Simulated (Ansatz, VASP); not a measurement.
## Cd4Te in VASP and in Ansatz

File INCAR:

```
PREC = Accurate ; ENCUT = 600
EDIFF = 1E-6 ; ISMEAR = 0
SIGMA = 0.1 ; LREAL = F
LASPH = T ; NELM = 60
ALGO = Fast ; ISIF = 3
LWAVE = F ; LCHARG = F
GGA = PE ; IBRION = 2
NSW = 100 ; EDIFFG = -0.01
```

The input KPOINTS:

```
Automatic mesh
0
Gamma
  6 6 6
```

The input POSCAR:

```
Cd4Te
1.0
    6.0325601274      0.0000000000      0.0000000000
    0.0000000000      6.0325601274      0.0000000000
    0.0000000000      0.0000000000      6.0325601274
Cd Te
4 1
Direct
    0.0000000000      0.5000000000      0.5000000000
    0.5000000000      0.0000000000      0.5000000000
    0.5000000000      0.5000000000      0.0000000000
    0.0000000000      0.0000000000      0.0000000000
    0.5000000000      0.5000000000      0.5000000000
```

Input for Ansatz:

```yaml
crystal:
  lattice:
    - [6.0325601274, 0.0, 0.0]
    - [0.0, 6.0325601274, 0.0]
    - [0.0, 0.0, 6.0325601274]
  atoms:
    - { symbol: Cd, position: [0.0, 0.5, 0.5] }
    - { symbol: Cd, position: [0.5, 0.0, 0.5] }
    - { symbol: Cd, position: [0.5, 0.5, 0.0] }
    - { symbol: Cd, position: [0.0, 0.0, 0.0] }
    - { symbol: Te, position: [0.5, 0.5, 0.5] }
basis:
  ecutwfc: 420
kpoints:
  mp_grid: { grid: [6, 6, 6] }
hamiltonian:
  xc: pbe
scf:
  occupations: { method: gaussian, width: 0.1 }
output:
  forces: true
  stress: true
  eigenvalues: true
relax:
  adjacent_minimum: "off"
  f_tol: 0.01
  max_steps: 80
  cell: { stress_tol: 0.05 }
```

Alike in both runs: task relaxation of cell and atoms; functional PBE; k mesh 6 × 6 × 6; occupations gaussian, width 0.1 eV; no spin polarisation.

|  | VASP | Ansatz |
| --- | --- | --- |
| version | VASP 6.6.1 | Ansatz 0.2.0 |
| potentials or method | VASP PAW PBE potentials, release 64 (Cd, Te), cutoff 600 eV | scalar-relativistic, plane waves, PAW |
| valence electrons in the cell | 54 | 96 |

```csv
,VASP,Ansatz,Ansatz less VASP
"gap on the k mesh at the Fermi level, each at its own relaxed structure (eV)",none,none,-
relaxed volume (Å³/atom),39.48,39.39,-0.089
relaxed length of the cell vector where the two differ most in proportion (Å),5.823,5.818,-0.0044
```

A gap of «none» marks a metal or a gap that the smearing closes. VASP's potentials hold 54 valence electrons a cell and Ansatz's 96, so a difference there can come from the potentials and not from the codes.

Spin-orbit coupling is off throughout.
